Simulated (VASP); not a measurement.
Sn, 1 atom in the cell. The structure is cubic, space group Im-3m (No. 229). Conventional cell: a = 3.732 Å, b = 3.732 Å, c = 3.732 Å, α = 90.00°, β = 90.00°, γ = 90.00°. Within 4.3 Å of Sn (site symmetry m-3m) lie 14 Sn at 3.23 to 3.73 Å. This isn't the form of Sn at room conditions, which is tetragonal (white tin). This cell differs from its parent crystal: strain -0.015 along x and y, -0.015 along z.

- Program: VASP 6.6.1
- Task: single point
- Functional: r2SCAN
- Potentials or basis: VASP PAW PBE potentials, release 64 (Sn_d)
- Cutoff: 520 eV
- k mesh: 18 × 18 × 18
- Occupations: gaussian, width 0.15 eV
- Spin: no spin polarisation
- Dipole correction: no
- Further INCAR settings: ALGO = Normal; EDIFF = 1e-06; NBANDS = 13

Potentials or basis: VASP PAW PBE potentials, release 64 (Sn_d).

Command:

```sh
$ cat potpaw_PBE.64/Sn_d/POTCAR > POTCAR
$ cp INCAR.step1 INCAR
$ mpirun -np 1 vasp_std > vasp.out
$ cp INCAR.step2 INCAR
$ mpirun -np 1 vasp_std > vasp.out
```

Hardware: 1 thread of AMD EPYC 7R43 64-Core Processor (Zen 3), with other jobs on the host.

Q: Estimate the wall time of this run.

A: It took 4.8 min on 1 thread of AMD EPYC 7R43 64-Core Processor (Zen 3), with other jobs on the host, peak memory 0.15 GiB. Counts: k points 195.
